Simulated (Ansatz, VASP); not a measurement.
CsTlF4 in VASP and in Ansatz

Contents of INCAR:

```
SYSTEM = CsTlF4
  PREC = Accurate
  ENCUT = 520
  EDIFF = 1E-8
  ISMEAR = -1
  SIGMA = 0.02
  LREAL = Auto
  LASPH = .TRUE.
  NELM = 100
  ALGO = Normal
  ISIF = 2
  LWAVE = .FALSE.
  LCHARG = .FALSE.
  GGA = PE
  LEFG = .TRUE.
  NBANDS = 118
```

File KPOINTS:

```
regular mesh
0
G
  3 3 3
  0 0 0
```

File POSCAR:

```
CsTlF4
1.0
    6.5644075700      0.0000000000      0.0000000000
    0.0000000000      8.4582358200      0.0000000000
    0.0000000000      0.0000000000      8.5415860600
Cs Tl F
4 4 16
Direct
    0.4834192200      0.8022325300      0.2500000000
    0.5165807800      0.1977674700      0.7500000000
    0.5165807800      0.3022325300      0.2500000000
    0.4834192200      0.6977674700      0.7500000000
    0.0000000000      0.0000000000      0.5000000000
    0.0000000000      0.0000000000      0.0000000000
    0.0000000000      0.5000000000      0.5000000000
    0.0000000000      0.5000000000      0.0000000000
    0.7055233900      0.9324234200      0.5563337100
    0.2944766100      0.0675765800      0.0563337100
    0.2944766100      0.4324234200      0.5563337100
    0.7055233900      0.5675765800      0.0563337100
    0.9024845200      0.9798175900      0.2500000000
    0.0975154800      0.0201824100      0.7500000000
    0.0975154800      0.4798175900      0.2500000000
    0.9024845200      0.5201824100      0.7500000000
    0.8820638300      0.2500000000      0.5000000000
    0.1179361700      0.7500000000      0.0000000000
    0.1179361700      0.7500000000      0.5000000000
    0.8820638300      0.2500000000      0.0000000000
    0.7055233900      0.5675765800      0.4436662900
    0.2944766100      0.4324234200      0.9436662900
    0.2944766100      0.0675765800      0.4436662900
    0.7055233900      0.9324234200      0.9436662900
```

Input for Ansatz:

```yaml
crystal:
  lattice:
    - [6.56440757, 0.0, 0.0]
    - [0.0, 8.45823582, 0.0]
    - [0.0, 0.0, 8.54158606]
  atoms:
    - { symbol: Cs, position: [0.48341922, 0.80223253, 0.25] }
    - { symbol: Cs, position: [0.51658078, 0.19776747, 0.75] }
    - { symbol: Cs, position: [0.51658078, 0.30223253, 0.25] }
    - { symbol: Cs, position: [0.48341922, 0.69776747, 0.75] }
    - { symbol: Tl, position: [0.0, 0.0, 0.5] }
    - { symbol: Tl, position: [0.0, 0.0, 0.0] }
    - { symbol: Tl, position: [0.0, 0.5, 0.5] }
    - { symbol: Tl, position: [0.0, 0.5, 0.0] }
    - { symbol: F, position: [0.70552339, 0.93242342, 0.55633371] }
    - { symbol: F, position: [0.29447661, 0.06757658, 0.05633371] }
    - { symbol: F, position: [0.29447661, 0.43242342, 0.55633371] }
    - { symbol: F, position: [0.70552339, 0.56757658, 0.05633371] }
    - { symbol: F, position: [0.90248452, 0.97981759, 0.25] }
    - { symbol: F, position: [0.09751548, 0.02018241, 0.75] }
    - { symbol: F, position: [0.09751548, 0.47981759, 0.25] }
    - { symbol: F, position: [0.90248452, 0.52018241, 0.75] }
    - { symbol: F, position: [0.88206383, 0.25, 0.5] }
    - { symbol: F, position: [0.11793617, 0.75, 0.0] }
    - { symbol: F, position: [0.11793617, 0.75, 0.5] }
    - { symbol: F, position: [0.88206383, 0.25, 0.0] }
    - { symbol: F, position: [0.70552339, 0.56757658, 0.44366629] }
    - { symbol: F, position: [0.29447661, 0.43242342, 0.94366629] }
    - { symbol: F, position: [0.29447661, 0.06757658, 0.44366629] }
    - { symbol: F, position: [0.70552339, 0.93242342, 0.94366629] }
kpoints:
  mp_grid: { grid: [3, 3, 3] }
scf:
  occupations: { method: fermi_dirac, width: 0.02 }
  convergence: { dr2_threshold: 1.0e-08 }
hamiltonian:
  xc: pbe
  pseudopotentials: { kind: paw }
output:
  forces: true
  stress: true
  populations: true
  efg:
    quadrupole_moments_barn: { Cs: -0.00343 }
    contact_densities: true
```

Alike in both runs: task electric field gradients; functional PBE; k mesh 3 × 3 × 3; occupations fermi-dirac, width 0.02 eV; no spin polarisation.

|  | VASP | Ansatz |
| --- | --- | --- |
| version | VASP 6.6.1 | Ansatz 0.2.0 |
| potentials or method | VASP PAW PBE potentials, release 64 (Cs_sv, Tl_d, F) | plane-wave PAW, scalar-relativistic |
| plane-wave cutoff (eV) | 520 | 420 |
| valence electrons in the cell | 200 | 200 |

Ansatz gave:

```
gap on the k mesh at the Fermi level (eV)                     : 2.95
pressure (GPa)                                                : 2.8
traceless stress, the component that is largest in VASP (GPa) : 0.17
rms of the force components (eV/Å)                            : 0.103
size of Vzz on the site where it differs most (V/Å²)          : 254.6
```

Which values does VASP return?

gap on the k mesh at the Fermi level (eV): 2.92; pressure (GPa): 2.9; traceless stress, the component that is largest in VASP (GPa): 0.30; rms of the force components (eV/Å): 0.122; size of Vzz on the site where it differs most (V/Å²): 297.7.

Atom by atom the forces differ by 0.021 eV/Å (rms over components). Ansatz's warnings: stress scf threshold loose.

Neither program's run includes spin-orbit coupling.
